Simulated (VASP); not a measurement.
# Ta2W (Fmmm) in VASP: a series of runs

Runs on Ta2W. Level: PBE. Tasks: single point, relaxation of cell and atoms.

All numbers are computed with VASP 6.6.1; they aren't measurements. Logs are shortened: lines on timing, memory, paths and dates and some standing lists are left out, and cuts for length are marked.

## Step 1: The cell of the first run

It takes space group Fmmm (No. 69, orthorhombic). The conventional cell has a = 3.245 Å, b = 4.673 Å, c = 13.813 Å, α = 90.00°, β = 90.00°, γ = 90.00°. Ta (site symmetry mm2) has 4 W at 2.78 to 3.25 Å and 10 Ta at 2.84 to 3.34 Å within 3.7 Å. W (site symmetry mmm) has 8 Ta at 2.78 to 3.25 Å and 6 W at 2.84 to 3.25 Å within 3.7 Å.

## Step 2: Single point, PBE

File INCAR:

```
PREC = Accurate
ENCUT = 520
EDIFF = 1E-7
ISMEAR = 0
SIGMA = 0.1
LREAL = False
LASPH = True
NELM = 80
ALGO = Fast
ISIF = 2
LWAVE = False
LCHARG = True
GGA = PE
LELF = True
LVHAR = True
NBANDS = 25
```

File KPOINTS:

```
Automatic mesh
0
Gamma
  6 6 6
```

File POSCAR:

```
Ta2W
1.0
    0.0000000000      2.3362603503      6.9063427506
    1.6225115479      0.0000000000      6.9063427506
    1.6225115479      2.3362603503      0.0000000000
Ta W
2 1
Direct
    0.1635744549      0.1635744549      0.8364255451
    0.8364255451      0.8364255451      0.1635744549
    0.5000000000      0.5000000000      0.5000000000
```

Potentials or basis: VASP PAW PBE potentials, release 64 (Ta_pv, W_sv).

Started as:

```sh
> cat potpaw_PBE.64/Ta_pv/POTCAR potpaw_PBE.64/W_sv/POTCAR > POTCAR
> mpirun -np 1 vasp_std > vasp.out
```

OUTCAR:

```text
PREC = Accurate
   ENCUT = 520
   EDIFF = 1E-7
   ISMEAR = 0
   LREAL = False
   LASPH = True
   NELM = 80
   ISIF = 2
   GGA = PE

 ion  position               nearest neighbor table
   1  0.164  0.164  0.836-   3 2.78   3 2.78   2 2.89   2 2.89   3 3.25   3 3.25   2 3.34   2 3.34

   2  0.836  0.836  0.164-   3 2.78   3 2.78   1 2.89   1 2.89   3 3.25   3 3.25   1 3.34   1 3.34

   3  0.500  0.500  0.500-   1 2.78   1 2.78   2 2.78   2 2.78   2 3.25   1 3.25   1 3.25   2 3.25

  LATTYP: Found a face centered orthorhombic cell.
 ALAT       =     3.2450230958
 B/A-ratio  =     1.4399036810
 C/A-ratio  =     4.2565754059

  Lattice vectors:

 A1 = (   0.0000000000,   2.3362603503,   6.9063427506)
 A2 = (   1.6225115479,   0.0000000000,   6.9063427506)
 A3 = (   1.6225115479,   2.3362603503,   0.0000000000)

Analysis of symmetry for initial positions (statically):
=====================================================================
 Subroutine PRICEL returns:
 Original cell was already a primitive cell.

 Routine SETGRP: Setting up the symmetry group for a
 face centered orthorhombic supercell.

 Subroutine GETGRP returns: Found  8 space group operations
 (whereof  8 operations were pure point group operations)
 out of a pool of  8 trial point group operations.

The static configuration has the point symmetry D_2h.

Analysis of symmetry for dynamics (positions and initial velocities):
=====================================================================
 Subroutine PRICEL returns:
 Original cell was already a primitive cell.

 Routine SETGRP: Setting up the symmetry group for a
 face centered orthorhombic supercell.

 Subroutine GETGRP returns: Found  8 space group operations
 (whereof  8 operations were pure point group operations)
 out of a pool of  8 trial point group operations.

The dynamic configuration has the point symmetry D_2h.

 Subroutine INISYM returns: Found  8 space group operations
 (whereof  8 operations are pure point group operations),
 and found     1 'primitive' translations

----------------------------------------------------------------------------------------

                                     Primitive cell

  volume of cell :      52.3585

  direct lattice vectors                    reciprocal lattice vectors
     0.000000000  2.336260350  6.906342751    -0.308164217  0.214017243  0.072397218
     1.622511548  0.000000000  6.906342751     0.308164217 -0.214017243  0.072397218
     1.622511548  2.336260350  0.000000000     0.308164217  0.214017243 -0.072397218

  length of vectors
     7.290794375  7.094371989  2.844407873     0.382112447  0.382112447  0.382112447

  position of ions in fractional coordinates (direct lattice)
     0.163574455  0.163574455  0.836425545
     0.836425545  0.836425545  0.163574455
     0.500000000  0.500000000  0.500000000

  ion indices of the primitive-cell ions
   primitive index   ion index
                 1           1
                 2           2
                 3           3

----------------------------------------------------------------------------------------

 KPOINTS: Automatic mesh

Automatic generation of k-mesh.
 Grid dimensions read from file:
 generate k-points for:    6    6    6

 Generating k-lattice:

  Cartesian coordinates                     Fractional coordinates (reciprocal lattice)
    -0.051360703  0.035669541  0.012066203     0.166666667  0.000000000  0.000000000
     0.051360703 -0.035669541  0.012066203     0.000000000  0.166666667 -0.000000000
     0.051360703  0.035669541 -0.012066203    -0.000000000 -0.000000000  0.166666667

  Length of vectors
     0.063685408  0.063685408  0.063685408

  Shift w.r.t. Gamma in fractional coordinates (k-lattice)
     0.000000000  0.000000000  0.000000000

 Subroutine IBZKPT returns following result:
 ===========================================

 Found     46 irreducible k-points:

 Following reciprocal coordinates:
            Coordinates               Weight
  0.000000  0.000000  0.000000      1.000000
  0.166667  0.000000  0.000000      8.000000
  0.333333  0.000000  0.000000      8.000000
  0.500000  0.000000  0.000000      4.000000
  0.166667  0.166667  0.000000      2.000000
  0.333333  0.166667  0.000000      8.000000
[... 16 lines left out ...]
 -0.166667  0.166667  0.166667      8.000000
  0.500000  0.333333  0.166667      4.000000
 [... further k-points ...]
   k-points           NKPTS =     46   k-points in BZ     NKDIM =     46   number of bands    NBANDS=     25
   number of dos      NEDOS =    301   number of ions     NIONS =      3
   total plane-waves  NPLWV =  69984
   dimension x,y,z NGX =    54 NGY =   54 NGZ =   24
   dimension x,y,z NGXF=   108 NGYF=  108 NGZF=   48
   ions per type =               2   1
   NGX,Y,Z   is equivalent  to a cutoff of  12.31, 12.65, 14.03 a.u.
   NGXF,Y,Z  is equivalent  to a cutoff of  24.63, 25.31, 28.05 a.u.
 SYSTEM =  unknown system
   PREC   = accura    normal or accurate (medium, high low for compatibility)
   ISTART =      0    job   : 0-new  1-cont  2-samecut
   ICHARG =      2    charge: 1-file 2-atom 10-const
   ISPIN  =      1    spin polarized calculation?
   LNONCOLLINEAR =      F non collinear calculations
   LSORBIT =      F    spin-orbit coupling
   LASPH  =      T    aspherical Exc in radial PAW
   ENCUT  =  520.0 eV  38.22 Ry    6.18 a.u.  13.56 13.19  5.29*2*pi/ulx,y,z
   NELM   =     80;   NELMIN=  2; NELMDL= -5     # of ELM steps
   EDIFF  = 0.1E-06   stopping-criterion for ELM
   LREAL  =      F    real-space projection
   EDIFFG = 0.1E-05   stopping-criterion for IOM
   NSW    =      0    number of steps for IOM
   IBRION =     -1    ionic relax: 0-MD 1-quasi-New 2-CG
   NFREE  =      0    steps in history (QN), initial steepest desc. (CG)
   ISIF   =      2    stress and relaxation
   ISYM   =      2    0-nonsym 1-usesym 2-fastsym
   POTIM  = 0.5000    time-step for ionic-motion
   TEBEG  =    0.0;   TEEND  =   0.0 temperature during run
   PSTRESS=    0.0 pullay stress
   NELECT =      36.0000    total number of electrons
   NUPDOWN=      -1.0000    fix difference up-down
   EMIN   =  10.00;   EMAX   =-10.00  energy-range for DOS
   EFERMI =   0.00;   METHOD = LEGACY
   ISMEAR =     0;   SIGMA  =   0.10  broadening in eV -4-tet -1-fermi 0-gaus
   EFERMI_NEDOS =   21; number of points for ismear=-14 and -15
   IALGO  =     68    algorithm
   IMIX   =      4    mixing-type and parameters
     AMIX     =   0.40;   BMIX     =  1.00
     AMIX_MAG =   1.60;   BMIX_MAG =  1.00
  volume/ion in A,a.u.               =      17.45       117.78
  Fermi-wavevector in a.u.,A,eV,Ry     =   1.444929  2.730521 28.406527  2.087821
  Thomas-Fermi vector in A             =   2.563169
   LORBIT       =      0    0 simple, 1 ext, 2 COOP (PROOUT), +10 PAW based schemes
   GGA     = PE    functional components
   LHFCALC =     F    Hartree Fock is set to
   AEXX    =    0.0000 exact exchange contribution
   IVDW    =     0    specifies the selected vdW correction
   LEPSILON=     F    determine dielectric tensor
   LRPA    =     F    only Hartree local field effects (RPA)
 non-spin polarized calculation
 RMM-DIIS sequential band-by-band and
 Gauss-broadening in eV      SIGMA  =   0.10
  energy-cutoff  :      520.00
  volume of cell :       52.36
 maximum number of plane-waves:      1428
   NGX = 27   NGY = 27   NGZ = 11

 number of electron      35.9999999 magnetization

 Free energy of the ion-electron system (eV)
  ---------------------------------------------------
  ext. energy  EPLUGINS =         0.00000000
  ---------------------------------------------------
  free energy    TOTEN  =       -36.65690837 eV

  energy without entropy =      -36.63698512  energy(sigma->0) =      -36.64694675

 E-fermi :   6.9120     XC(G=0): -12.8853

 val. band max:        6.8984542195   @ k =  -0.3333   0.1667   0.1667
 cond. band min:       6.9185511042   @ k =  -0.1667  -0.0000   0.1667
 fundamental gap:      0.0200968846
 Fermi energy:         6.9120193978

 k-point     1 :       0.0000    0.0000    0.0000
  band No.  band energies     occupation
      1     -66.4001      2.00000
      2     -30.6878      2.00000
      3     -30.3478      2.00000
      4     -30.1746      2.00000
      5     -26.9975      2.00000
      6     -26.3819      2.00000
[... 17 lines left out ...]
     24      10.8137      0.00000
     25      11.3660      0.00000

 k-point     2 :       0.1667    0.0000    0.0000
  band No.  band energies     occupation
      1     -66.3895      2.00000
      2     -30.6640      2.00000
      3     -30.4716      2.00000
      4     -30.2375      2.00000
      5     -26.9344      2.00000
      6     -26.5497      2.00000
[... 17 lines left out ...]
     24      10.8338      0.00000
     25      11.3549      0.00000

 k-point     3 :       0.3333    0.0000    0.0000
  band No.  band energies     occupation
      1     -66.3684      2.00000
      2     -30.7885      2.00000
      3     -30.6156      2.00000
      4     -30.2792      2.00000
      5     -26.9653      2.00000
      6     -26.9353      2.00000
[... 17 lines left out ...]
     24      11.2842      0.00000
     25      11.7864      0.00000

 k-point     4 :       0.5000    0.0000    0.0000
  band No.  band energies     occupation
      1     -66.3578      2.00000
      2     -30.9486      2.00000
      3     -30.5912      2.00000
      4     -30.2918      2.00000
      5     -27.1550      2.00000
      6     -27.1226      2.00000
[... 17 lines left out ...]
     24      12.0090      0.00000
     25      12.1521      0.00000
[... 477 lines left out ...]
 k-point    22 :      -0.3333    0.1667    0.1667
  band No.  band energies     occupation
      1     -66.3502      2.00000
      2     -30.9101      2.00000
      3     -30.5765      2.00000
      4     -30.4306      2.00000
      5     -27.0952      2.00000
      6     -27.0802      2.00000
[... 17 lines left out ...]
     24      12.0438      0.00000
     25      12.2794      0.00000

 k-point    23 :      -0.1667    0.1667    0.1667
  band No.  band energies     occupation
      1     -66.3578      2.00000
      2     -30.7995      2.00000
      3     -30.5903      2.00000
      4     -30.4517      2.00000
      5     -26.9742      2.00000
      6     -26.9447      2.00000
[... 17 lines left out ...]
     24      11.3603      0.00000
     25      12.1471      0.00000

 k-point    24 :       0.5000    0.3333    0.1667
  band No.  band energies     occupation
      1     -66.3820      2.00000
      2     -30.6524      2.00000
      3     -30.4276      2.00000
      4     -30.3798      2.00000
      5     -26.8921      2.00000
      6     -26.4671      2.00000
[... 17 lines left out ...]
     24       9.2574      0.00000
     25      11.2479      0.00000

 [... further k-points ...]

------------------------ aborting loop because EDIFF is reached ----------------------------------------

  FORCE on cell =-STRESS in cart. coord.  units (eV):
  Direction    XX          YY          ZZ          XY          YZ          ZX
  --------------------------------------------------------------------------------------
  -------------------------------------------------------------------------------------
  Total        0.0033601      0.4507016      0.1544553     -0.0000000      0.0000000      0.0000000
  in kB        0.1028184     13.7915324      4.7263534     -0.0000000      0.0000000      0.0000000
  external PRESSURE =       6.2069014 kB  Pullay stress =       0.0000000 kB

 VOLUME and BASIS-vectors are now :
 -----------------------------------------------------------------------------
  energy-cutoff  :      520.00
  volume of cell :       52.36
      direct lattice vectors                 reciprocal lattice vectors
     0.000000000  2.336260350  6.906342751    -0.308164217  0.214017243  0.072397218
     1.622511548  0.000000000  6.906342751     0.308164217 -0.214017243  0.072397218
     1.622511548  2.336260350  0.000000000     0.308164217  0.214017243 -0.072397218

 POSITION                                       TOTAL-FORCE (eV/Angst)
 -----------------------------------------------------------------------------------
      1.62251      2.33626      2.25940         0.000000     -0.000000     -0.177562
      1.62251      2.33626     11.55328         0.000000     -0.000000      0.177562
      1.62251      2.33626      6.90634         0.000000      0.000000      0.000000
 -----------------------------------------------------------------------------------
    total drift:                                0.000000      0.000000      0.000000

  FREE ENERGIE OF THE ION-ELECTRON SYSTEM (eV)
  ---------------------------------------------------
  free  energy   TOTEN  =       -36.6569083702 eV

  energy  without entropy=      -36.6369851238  energy(sigma->0) =      -36.64694675
```

Wall time 3.7 min (1 thread of Intel Xeon 8259CL, shared host); peak memory 0.28 GiB.

What came out:

| Property | Result |
| --- | --- |
| Free energy | -36.6569 eV |
| Pressure | 0.6 GPa |
| Largest force | 0.178 eV/Å |
| Band gap on the k mesh | zero (bands 18 and 19 overlap by 2.96 eV) |

Forces in eV/Å, atoms in the order of the input:
```
Ta   0.000  0.000 -0.178
Ta   0.000  0.000  0.178
W    0.000  0.000  0.000
```

Caveat: the k points lie up to 0.40 Å⁻¹ apart, too coarse for converged energies and pressures of a metal; spin-orbit coupling is left out, which moves the levels of the heavy elements.

## Step 3: Single point, PBE

File INCAR:

```
ALGO     = Fast           # electronic algorithm
EDIFF    = 1E-6           # SCF threshold, eV
ENCUT    = 520            # plane-wave cutoff, eV
GGA      = PE             # functional
ISIF     = 2              # what is computed and relaxed
ISMEAR   = 0              # smearing method
LASPH    = True           # aspherical terms in the spheres
LCHARG   = False          # write CHGCAR
LREAL    = False          # projectors in reciprocal space
LWAVE    = False          # write WAVECAR
NBANDS   = 25             # bands
NELM     = 100            # most SCF steps
PREC     = Accurate       # precision mode
SIGMA    = 0.1            # smearing width, eV
```

File KPOINTS:

```
k-points
0
Gamma
  6 6 6
```

File POSCAR:

```
Ta2W
1.0
    0.0000000000      2.3474460971      6.9061674929
    1.6171798295      0.0000000000      6.9061674929
    1.6171798295      2.3474460971      0.0000000000
Ta W
2 1
Direct
    0.1624299965      0.1624299965      0.8375700035
    0.8375700035      0.8375700035      0.1624299965
    0.5000000000      0.5000000000      0.5000000000
```

Potentials or basis: VASP PAW PBE potentials, release 64 (Ta_pv, W_sv).

Started as:

```sh
> cat potpaw_PBE.64/Ta_pv/POTCAR potpaw_PBE.64/W_sv/POTCAR > POTCAR
> mpirun -np 1 vasp_std > vasp.out
```

Run time: 3.3 min. Hardware: 1 thread of Intel Xeon 8259CL, shared host; peak memory 0.28 GiB.

The run converged. Its results:

```yaml
Free_energy: -36.6602 eV
Pressure: 0.5 GPa
Largest_force: 0.042 eV/Å
Band_gap_on_the_k_mesh: zero (bands 18 and 19 overlap by 2.98 eV)
```

Forces in eV/Å, atoms in the order of the input:
```
Ta   0.000  0.000  0.042
Ta   0.000  0.000 -0.042
W    0.000  0.000  0.000
```

Stress tensor (GPa, compression positive):
```
0.54 0.00 0.00
0.00 0.53 0.00
0.00 0.00 0.34
```

Levels at points of the mesh, in eV from the Fermi level:
```tsv
k point	band 16	band 17	band 18	band 19	band 20	band 21
(0.00, 0.00, 0.00)	-0.52	0.15	0.19	0.28	0.71	2.64
(0.50, 0.00, 0.00)	-1.47	-0.24	-0.13	1.62	2.66	3.44
(0.50, 0.50, 0.00)	-0.05	0.11	0.13	0.83	1.69	2.10
(0.50, 0.00, 0.50)	-1.87	1.32	2.48	2.95	2.97	3.15
(0.00, 0.50, 0.50)	-0.95	-0.78	0.02	1.63	1.83	5.47
```

Caveat: the k points lie up to 0.40 Å⁻¹ apart, too coarse for converged energies and pressures of a metal; spin-orbit coupling is left out, which moves the levels of the heavy elements.

(Part 1 of 2 ends here.)

The gap in the log of VASP goes by the Fermi energy; the results here count the filled bands.